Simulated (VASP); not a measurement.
Bi: relaxation of cell and atoms with r2SCAN

The system is Bi.

```
Bi
1.0
    -1.98143    1.98143    1.98143
     1.98143   -1.98143    1.98143
     1.98143    1.98143   -1.98143
Bi
1
Direct
  0.00000 0.00000 0.00000
```

This isn't the form of Bi at room conditions, which is rhombohedral.

```yaml
Program: VASP 6.6.1
Task: relaxation of cell and atoms
Functional: r2SCAN
Potentials_or_basis: VASP PAW PBE potentials, release 64 (Bi_d)
Cutoff: 600 eV
k_mesh: 8 × 8 × 8
Occupations: gaussian, width 0.1 eV
Spin: no spin polarisation
Target_pressure: 40.8 GPa
Dipole_correction: no
Further_INCAR_settings: ALGO = Normal; EDIFF = 1e-06; IBRION = 2; EDIFFG = -0.05; NSW = 80; ISIF = 3
```

The relaxed volume is 22.23 Å³/atom. The relaxed cell is a = 3.068 Å, b = 3.068 Å, c = 3.068 Å, α = 109.47°, β = 109.47°, γ = 109.47° and the space group after relaxing (to 0.1 Å) is Im-3m (No. 229). The energy change on relaxing (the run minimises the enthalpy) is +838.4 meV/atom and the ionic steps are 7. The pressure after relaxing is 40.9 GPa and the band gap on the k mesh is zero (an odd number of electrons rules out a gap without spin polarisation).

The path:
| step | energy change (eV) | largest force (eV/Å) | pressure (GPa) | volume (Å³) |
| --- | --- | --- | --- | --- |
| 1 | 0.0000 | 0.0000 | -0.13 | 31.12 |
| 2 | 45.0287 | 0.0000 | 2261.36 | 7.29 |
| 3 | 0.0416 | 0.0000 | 5.85 | 28.58 |
| 4 | 0.1392 | 0.0000 | 12.04 | 26.79 |
| 5 | 1.0275 | 0.0000 | 48.11 | 21.55 |
| 6 | 0.7994 | 0.0000 | 39.47 | 22.39 |
| 7 | 0.8384 | 0.0000 | 40.93 | 22.23 |

Final structure:
```
Bi
1.0
    -1.77136    1.77136    1.77136
     1.77136   -1.77136    1.77136
     1.77136    1.77136   -1.77136
Bi
1
Direct
  0.00000 0.00000 0.00000
```

Levels at points of the mesh, in eV from the Fermi level:
```tsv
k point	band 6	band 7	band 8	band 9	band 10	band 11
(0.00, 0.00, 0.00)	-17.14	8.46	8.46	8.46	11.09	11.09
(0.50, 0.00, 0.00)	-11.42	-7.66	2.36	4.58	8.20	9.15
(0.50, 0.50, 0.50)	-7.05	-2.86	-2.86	-2.86	3.74	3.74
```

It took 2.7 min on 1 thread of Intel(R) Xeon(R) 6975P-C (Granite Rapids), with other jobs on the host, peak memory 0.19 GiB.

Caveat: the cell is relaxed towards a set pressure, so the run minimises the enthalpy, not the energy; the volume moved by over 15 % at a fixed basis, so the end points are rough; the PAW data sets were made with another functional, which shifts forces and pressure a little; spin-orbit coupling is left out, which moves the levels of the heavy elements.
